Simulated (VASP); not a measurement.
# Al3Cu (P4/mmm) in VASP: notebook, part 2 of 2

VASP 6.6.1. Earlier steps stand in the parts before.

**4. Single point, LDA (volume 14.321 Å^3 an atom, c/a of the conventional cell 0.8857)**

File INCAR:

```
PREC = Accurate
ENCUT = 520
EDIFF = 1E-6
ISMEAR = 0
SIGMA = 0.15
LREAL = False
LASPH = True
NELM = 100
ALGO = Fast
ISIF = 2
LWAVE = False
LCHARG = True
LELF = True
LVHAR = True
NBANDS = 18
```

File KPOINTS:

```
Automatic mesh
0
Gamma
  12 12 12
```

File POSCAR:

```
Al3Cu
1.0
    4.0140424652      0.0000000000      0.0000000000
    0.0000000000      4.0140424652      0.0000000000
    0.0000000000      0.0000000000      3.5552374114
Al Cu
3 1
Direct
    0.0000000000      0.5000000000      0.5000000000
    0.5000000000      0.0000000000      0.5000000000
    0.5000000000      0.5000000000      0.0000000000
    0.0000000000      0.0000000000      0.0000000000
```

Potentials or basis: VASP PAW LDA potentials, release 64 (Al, Cu).

Command:

```
$ cat potpaw_LDA.64/Al/POTCAR potpaw_LDA.64/Cu/POTCAR > POTCAR
$ mpirun -np 1 vasp_std > vasp.out
```

OUTCAR:

```text
PREC = Accurate
   ENCUT = 520
   EDIFF = 1E-6
   ISMEAR = 0
   LREAL = False
   LASPH = True
   NELM = 100
   ISIF = 2

 ion  position               nearest neighbor table
   1  0.000  0.500  0.500-   3 2.68   4 2.68   3 2.68   4 2.68   4 2.68   4 2.68   3 2.68   3 2.68
                             2 2.84   2 2.84   2 2.84   2 2.84
   2  0.500  0.000  0.500-   3 2.68   4 2.68   3 2.68   4 2.68   3 2.68   3 2.68   4 2.68   4 2.68
                             1 2.84   1 2.84   1 2.84   1 2.84
   3  0.500  0.500  0.000-   1 2.68   2 2.68   1 2.68   2 2.68   2 2.68   2 2.68   1 2.68   1 2.68
                             4 2.84   4 2.84   4 2.84   4 2.84
   4  0.000  0.000  0.000-   1 2.68   2 2.68   1 2.68   2 2.68   1 2.68   1 2.68   2 2.68   2 2.68
                             3 2.84   3 2.84   3 2.84   3 2.84

  LATTYP: Found a simple tetragonal cell.
 ALAT       =     4.0140424652
 C/A-ratio  =     0.8857000000

  Lattice vectors:

 A1 = (   4.0140424652,   0.0000000000,   0.0000000000)
 A2 = (   0.0000000000,   4.0140424652,   0.0000000000)
 A3 = (   0.0000000000,   0.0000000000,   3.5552374114)

Analysis of symmetry for initial positions (statically):
=====================================================================
 Subroutine PRICEL returns:
 Original cell was already a primitive cell.

 Routine SETGRP: Setting up the symmetry group for a
 simple tetragonal supercell.

 Subroutine GETGRP returns: Found 16 space group operations
 (whereof 16 operations were pure point group operations)
 out of a pool of 16 trial point group operations.

The static configuration has the point symmetry D_4h.

Analysis of symmetry for dynamics (positions and initial velocities):
=====================================================================
 Subroutine PRICEL returns:
 Original cell was already a primitive cell.

 Routine SETGRP: Setting up the symmetry group for a
 simple tetragonal supercell.

 Subroutine GETGRP returns: Found 16 space group operations
 (whereof 16 operations were pure point group operations)
 out of a pool of 16 trial point group operations.
[... 128 lines left out ...]
  Thomas-Fermi vector in A             =   2.289413
   LORBIT       =      0    0 simple, 1 ext, 2 COOP (PROOUT), +10 PAW based schemes
   GGA     = CA    functional components
   LHFCALC =     F    Hartree Fock is set to
   AEXX    =    0.0000 exact exchange contribution
   IVDW    =     0    specifies the selected vdW correction
   LEPSILON=     F    determine dielectric tensor
   LRPA    =     F    only Hartree local field effects (RPA)
 non-spin polarized calculation
 RMM-DIIS sequential band-by-band and
 Gauss-broadening in eV      SIGMA  =   0.15
  energy-cutoff  :      520.00
  volume of cell :       57.28
 maximum number of plane-waves:      1570
 NGX is ok and might be reduce to    30
   NGX = 15   NGY = 15   NGZ = 13

 number of electron      20.0000001 magnetization

 Free energy of the ion-electron system (eV)
  ---------------------------------------------------
  ext. energy  EPLUGINS =         0.00000000
  ---------------------------------------------------
  free energy    TOTEN  =       -17.23192634 eV

  energy without entropy =      -17.21532113  energy(sigma->0) =      -17.22362374

 E-fermi :   8.6054     XC(G=0): -11.1656

 val. band max:        8.5946980383   @ k =   0.1667   0.0000   0.2500
 cond. band min:       8.6054571405   @ k =   0.5000   0.2500   0.4167
 fundamental gap:      0.0107591023
 Fermi energy:         8.6053789963

 k-point     1 :       0.0000    0.0000    0.0000
  band No.  band energies     occupation
      1      -2.8561      2.00000
      2       3.8843      2.00000
      3       4.1887      2.00000
      4       4.8143      2.00000
      5       4.8427      2.00000
      6       4.8427      2.00000
[... 481 lines left out ...]
      5       4.6848      2.00000
      6       4.7322      2.00000
[... 10 lines left out ...]
     17      15.2504      0.00000
     18      15.9712      0.00000

 [... further k-points ...]

------------------------ aborting loop because EDIFF is reached ----------------------------------------

  FORCE on cell =-STRESS in cart. coord.  units (eV):
  Direction    XX          YY          ZZ          XY          YZ          ZX
  --------------------------------------------------------------------------------------
  -------------------------------------------------------------------------------------
  Total       -0.9909862     -0.9909862      2.6029069      0.0000000      0.0000000      0.0000000
  in kB      -27.7169643    -27.7169643     72.8008902      0.0000000      0.0000000      0.0000000
  external PRESSURE =       5.7889872 kB  Pullay stress =       0.0000000 kB

 VOLUME and BASIS-vectors are now :
 -----------------------------------------------------------------------------
  energy-cutoff  :      520.00
  volume of cell :       57.28
      direct lattice vectors                 reciprocal lattice vectors
     4.014042465  0.000000000  0.000000000     0.249125416  0.000000000  0.000000000
     0.000000000  4.014042465  0.000000000     0.000000000  0.249125416  0.000000000
     0.000000000  0.000000000  3.555237411     0.000000000  0.000000000  0.281275168

 POSITION                                       TOTAL-FORCE (eV/Angst)
 -----------------------------------------------------------------------------------
      0.00000      2.00702      1.77762         0.000000      0.000000      0.000000
      2.00702      0.00000      1.77762         0.000000      0.000000      0.000000
      2.00702      2.00702      0.00000         0.000000      0.000000      0.000000
      0.00000      0.00000      0.00000         0.000000      0.000000      0.000000
 -----------------------------------------------------------------------------------
    total drift:                                0.000000     -0.000000     -0.000000

  FREE ENERGIE OF THE ION-ELECTRON SYSTEM (eV)
  ---------------------------------------------------
  free  energy   TOTEN  =       -17.2319263415 eV

  energy  without entropy=      -17.2153211341  energy(sigma->0) =      -17.22362374
```

OSZICAR:

```text
N       E                     dE             d eps       ncg     rms          rms(c)
DAV:   1     0.748492463658E+02    0.74849E+02   -0.83371E+03  7118   0.118E+03
DAV:   2    -0.153209338773E+02   -0.90170E+02   -0.83493E+02  7180   0.218E+02
DAV:   3    -0.198429343779E+02   -0.45220E+01   -0.43424E+01  9724   0.544E+01
DAV:   4    -0.199469897991E+02   -0.10406E+00   -0.10351E+00 10172   0.673E+00
DAV:   5    -0.199490647719E+02   -0.20750E-02   -0.20747E-02  9796   0.938E-01    0.170E+01
RMM:   6    -0.248013398617E+02   -0.48523E+01   -0.61380E+01  9061   0.112E+02    0.160E+01
RMM:   7    -0.176406835079E+02    0.71607E+01   -0.20057E+01  7906   0.672E+01    0.396E+00
RMM:   8    -0.172659369331E+02    0.37475E+00   -0.19408E+00  7859   0.213E+01    0.109E+00
RMM:   9    -0.172371923565E+02    0.28745E-01   -0.21534E-01  8113   0.235E+00    0.603E-01
RMM:  10    -0.172337814704E+02    0.34109E-02   -0.37473E-02  8750   0.212E+00    0.284E-01
RMM:  11    -0.172321251375E+02    0.16563E-02   -0.83320E-03  9278   0.667E-01    0.145E-01
RMM:  12    -0.172319466912E+02    0.17845E-03   -0.21595E-03  9211   0.638E-01    0.829E-02
RMM:  13    -0.172319139836E+02    0.32708E-04   -0.46010E-04 10067   0.220E-01    0.178E-02
RMM:  14    -0.172319467945E+02   -0.32811E-04   -0.15423E-04  9753   0.134E-01    0.372E-02
RMM:  15    -0.172319235145E+02    0.23280E-04   -0.12143E-04  8839   0.159E-01    0.130E-02
RMM:  16    -0.172319260303E+02   -0.25158E-05   -0.36488E-05  9748   0.449E-02    0.697E-03
RMM:  17    -0.172319263415E+02   -0.31125E-06   -0.31280E-06  7293   0.171E-02
   1 F= -.17231926E+02 E0= -.17223624E+02  d E =-.166052E-01
```

Run time: 2.3 min. Hardware: 1 thread of Intel Xeon 6975P-C, shared host; peak memory 0.29 GiB.

Results:

```
Free energy            : -17.2319 eV
Pressure               : 0.6 GPa
Band gap on the k mesh : zero (band 10 reaches 11.02 eV, above the bottom of band 11 at 6.50 eV)
```

Stress tensor (GPa, compression positive):
```
-2.77  0.00  0.00
 0.00 -2.77  0.00
 0.00  0.00  7.28
```

**5. Single point, LDA (volume 15.085 Å^3 an atom, c/a of the conventional cell 0.8336)**

File INCAR:

```
ALGO = Fast ; EDIFF = 1E-6
ENCUT = 520 ; GGA = CA
ISIF = 2 ; ISMEAR = 0
LASPH = T ; LCHARG = F
LREAL = F ; LWAVE = F
NBANDS = 18 ; NELM = 60
PREC = Accurate ; SIGMA = 0.15
```

File KPOINTS:

```
k-points
0
Gamma
  12 12 12
```

File POSCAR:

```
Al3Cu
1.0
    4.1675664510      0.0000000000      0.0000000000
    0.0000000000      4.1675664510      0.0000000000
    0.0000000000      0.0000000000      3.4740833936
Al Cu
3 1
Direct
    0.0000000000      0.5000000000      0.5000000000
    0.5000000000      0.0000000000      0.5000000000
    0.5000000000      0.5000000000      0.0000000000
    0.0000000000      0.0000000000      0.0000000000
```

Command:

```
$ cat potpaw_LDA.64/Al/POTCAR potpaw_LDA.64/Cu/POTCAR > POTCAR
$ mpirun -np 1 vasp_std > vasp.out
```

Run time: 3.5 min. Hardware: 1 thread of Intel Xeon Platinum 8259CL at 2.50GHz (Skylake/Cascade Lake), shared host; peak memory 0.3 GiB.

It converged, with:

* Free energy: -17.0698 eV
* Pressure: -3.8 GPa
* Band gap on the k mesh: zero (band 10 reaches 11.04 eV, above the bottom of band 11 at 5.87 eV)

Stress tensor (GPa, compression positive):
```
-5.96  0.00  0.00
 0.00 -5.96  0.00
 0.00  0.00  0.65
```

Levels at points of the mesh, in eV from the Fermi level:
| k point | band 7 | band 8 | band 9 | band 10 | band 11 | band 12 | band 13 | band 14 |
| --- | --- | --- | --- | --- | --- | --- | --- | --- |
| (0.00, 0.00, 0.00) | -3.22 | -3.22 | -1.35 | -0.65 | -0.07 | 2.62 | 4.66 | 4.66 |
| (0.50, 0.00, 0.00) | -3.50 | -0.73 | -0.68 | -0.36 | 1.27 | 1.98 | 2.31 | 3.77 |
| (0.50, 0.50, 0.00) | -3.50 | -3.45 | -3.06 | 3.03 | 4.37 | 4.37 | 5.26 | 5.72 |
| (0.00, 0.00, 0.50) | -3.12 | -0.07 | -0.07 | 0.30 | 0.30 | 0.37 | 1.16 | 1.45 |
| (0.50, 0.00, 0.50) | -3.45 | -3.11 | -3.01 | 0.89 | 2.14 | 2.70 | 2.79 | 3.00 |
| (0.50, 0.50, 0.50) | -3.53 | -3.46 | -3.36 | -2.15 | -2.14 | -1.80 | -1.80 | 10.09 |

**6. Single point, LDA (volume 15.085 Å^3 an atom, c/a of the conventional cell 0.8857)**

File INCAR:

```
SYSTEM = Al3Cu
ALGO     = Fast           ! electronic algorithm
EDIFF    = 1E-6           ! SCF threshold, eV
ENCUT    = 520            ! plane-wave cutoff, eV
GGA      = CA             ! functional
ISIF     = 2              ! what is computed and relaxed
ISMEAR   = 0              ! smearing method
LASPH    = .True.         ! aspherical terms in the spheres
LCHARG   = .True.         ! write CHGCAR
LELF     = .True.         ! ELF
LREAL    = .False.        ! projectors in reciprocal space
LVHAR    = .True.       
LWAVE    = .False.        ! write WAVECAR
NBANDS   = 18             ! bands
NELM     = 100            ! most SCF steps
PREC     = Accurate       ! precision mode
SIGMA    = 0.15           ! smearing width, eV
```

File KPOINTS:

```
k-points
0
Gamma
  12 12 12
  0 0 0
```

File POSCAR:

```
Al3Cu
1.0
    4.0841926591      0.0000000000      0.0000000000
    0.0000000000      4.0841926591      0.0000000000
    0.0000000000      0.0000000000      3.6173694381
Al Cu
3 1
Direct
    0.0000000000      0.5000000000      0.5000000000
    0.5000000000      0.0000000000      0.5000000000
    0.5000000000      0.5000000000      0.0000000000
    0.0000000000      0.0000000000      0.0000000000
```

Potentials or basis: VASP PAW LDA potentials, release 64 (Al, Cu).

Command:

```
$ cat potpaw_LDA.64/Al/POTCAR potpaw_LDA.64/Cu/POTCAR > POTCAR
$ mpirun -np 1 vasp_std > vasp.out
```

Run time: 4.3 min. Hardware: 1 thread of Intel Xeon Platinum 8259CL at 2.50GHz (Skylake/Cascade Lake), shared host; peak memory 0.3 GiB.

The run converged. Its results:

| Property | Result |
| --- | --- |
| Free energy | -17.1970 eV |
| Pressure | -4.2 GPa |
| Band gap on the k mesh | zero (band 10 reaches 10.38 eV, above the bottom of band 11 at 5.91 eV) |

Stress tensor (GPa, compression positive):
```
-7.20  0.00  0.00
 0.00 -7.20  0.00
 0.00  0.00  1.92
```

Levels at points of the mesh, in eV from the Fermi level:
| k point | band 7 | band 8 | band 9 | band 10 | band 11 | band 12 | band 13 | band 14 |
| --- | --- | --- | --- | --- | --- | --- | --- | --- |
| (0.00, 0.00, 0.00) | -2.94 | -2.94 | -1.01 | -0.92 | -0.32 | 1.80 | 5.31 | 5.31 |
| (0.50, 0.00, 0.00) | -3.47 | -0.40 | -0.37 | 0.13 | 1.33 | 1.55 | 1.72 | 2.96 |
| (0.50, 0.50, 0.00) | -3.47 | -3.41 | -3.06 | 2.37 | 3.80 | 3.80 | 4.53 | 5.04 |
| (0.00, 0.00, 0.50) | -3.22 | 0.02 | 0.02 | 0.29 | 0.29 | 0.51 | 1.31 | 1.74 |
| (0.50, 0.00, 0.50) | -3.43 | -3.14 | -3.09 | 1.01 | 2.37 | 2.94 | 2.96 | 3.01 |
| (0.50, 0.50, 0.50) | -3.66 | -3.45 | -3.35 | -2.30 | -2.10 | -1.85 | -1.85 | 10.73 |

**7. The runs side by side**

```tsv
cell	further INCAR settings	gap on the mesh (eV)	pressure (GPa)
a = 4.096, b = 4.096, c = 3.414 Å, 4 atoms	ALGO = Fast; EDIFF = 1e-06; NBANDS = 18	none	0.9
a = 3.628, b = 3.628, c = 4.352 Å, 4 atoms	ALGO = Fast; EDIFF = 1e-07; NBANDS = 18	none	2.9
a = 4.014, b = 4.014, c = 3.555 Å, 4 atoms	ALGO = Fast; EDIFF = 1e-06; NBANDS = 18	none	0.6
a = 4.168, b = 4.168, c = 3.474 Å, 4 atoms	ALGO = Fast; EDIFF = 1e-06; NBANDS = 18	none	-3.8
a = 4.084, b = 4.084, c = 3.617 Å, 4 atoms	ALGO = Fast; EDIFF = 1e-06; NBANDS = 18	none	-4.2
```

Alike in all rows: task single point; level LDA; potentials or basis VASP PAW LDA potentials, release 64 (Al, Cu); no spin polarisation; k mesh 12 × 12 × 12; cutoff (eV) 520; smearing gaussian 0.15 eV.

Absolute energies hang on the potentials; compare differences alone.
